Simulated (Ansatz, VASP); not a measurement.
Sn: VASP beside Ansatz

The input INCAR:

```
SYSTEM = Sn
ALGO = Normal
EDIFF = 1E-7
ENCUT = 520
GGA = PE
ISIF = 2
ISMEAR = -1
LASPH = .TRUE.
LCHARG = .TRUE.
LELF = .TRUE.
LREAL = .FALSE.
LVHAR = .TRUE.
LWAVE = .FALSE.
NBANDS = 21
NELM = 80
PREC = Accurate
SIGMA = 0.03
```

File KPOINTS:

```
k-points
0
G
  9 9 9
  0 0 0
```

File POSCAR:

```
Sn
1.0
    0.0000000000      3.2563828035      3.2563828035
    3.2563828035      0.0000000000      3.2563828035
    3.2563828035      3.2563828035      0.0000000000
Sn
2
Direct
    0.5000000000      0.5000000000      0.5000000000
    0.7500000000      0.7500000000      0.7500000000
```

Input for Ansatz:

```yaml
crystal:
  lattice:
    - [0.0, 3.2563828035, 3.2563828035]
    - [3.2563828035, 0.0, 3.2563828035]
    - [3.2563828035, 3.2563828035, 0.0]
  atoms:
    - { symbol: Sn, position: [0.5, 0.5, 0.5] }
    - { symbol: Sn, position: [0.75, 0.75, 0.75] }
kpoints:
  mp_grid: { grid: [9, 9, 9] }
  band_path:
    path:
      - [0.0, 0.0, 0.0]
      - [0.5, 0.0, 0.5]
      - [0.625, 0.25, 0.625]
      - [0.375, 0.375, 0.75]
      - [0.0, 0.0, 0.0]
      - [0.5, 0.5, 0.5]
      - [0.5, 0.25, 0.75]
      - [0.5, 0.0, 0.5]
    npoints: 5
scf:
  occupations: { method: fermi_dirac, width: 0.03 }
hamiltonian:
  xc: pbe
  pseudopotentials: { kind: all_electron, lapw: { basis_error: 0.00025 } }
output:
  forces: true
  stress: true
  eigenvalues: true
```

Change from the starting cell: volume scaled by 1.01.

Alike in both runs: task single point; functional PBE; k mesh 9 × 9 × 9; occupations fermi-dirac, width 0.03 eV; no spin polarisation.

```csv
,VASP,Ansatz
version,VASP 6.6.1,Ansatz 0.2.0
potentials or method,"VASP PAW PBE potentials, release 64 (Sn_d), cutoff 520 eV","all-electron LAPW, scalar-relativistic"
```

```tsv
	VASP	Ansatz	Ansatz less VASP
pressure (GPa)	2.6	2.7	+0.06
```

Ansatz ran all-electron here, and VASP with PAW potentials.
